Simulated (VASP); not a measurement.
A run of VASP 6.6.1 is set up as follows.

Contents of INCAR:

```
PREC = Accurate
ENCUT = 520
EDIFF = 1E-7
ISMEAR = 0
SIGMA = 0.1
LREAL = F
LASPH = T
NELM = 60
ALGO = Normal
ISIF = 2
LWAVE = F
LCHARG = F
GGA = PE
NBANDS = 20
```

File KPOINTS:

```
regular mesh
0
Gamma
  4 4 6
```

Contents of POSCAR:

```
ReTe3
1.0
    3.4222347100     -4.6618642000      0.0000000000
    3.4222347100      4.6618642000      0.0000000000
    0.0000000000      0.0000000000      3.3617122400
Re Te
1 3
Direct
    0.0000000000      0.0000000000      0.0000000000
    0.5000000000      0.5000000000      0.0000000000
    0.0000000000      0.5000000000      0.5000000000
    0.5000000000      0.0000000000      0.5000000000
```

Potentials or basis: VASP PAW PBE potentials, release 64 (Re, Te).

Command:

```console
$ cat potpaw_PBE.64/Re/POTCAR potpaw_PBE.64/Te/POTCAR > POTCAR
$ mpirun -np 1 vasp_std > vasp.out
```

Q: Estimate the pressure.

A: -9.5 GPa.

Stress tensor (GPa, compression positive):
```
-10.01   0.00   0.00
  0.00 -12.47   0.00
  0.00   0.00  -6.10
```
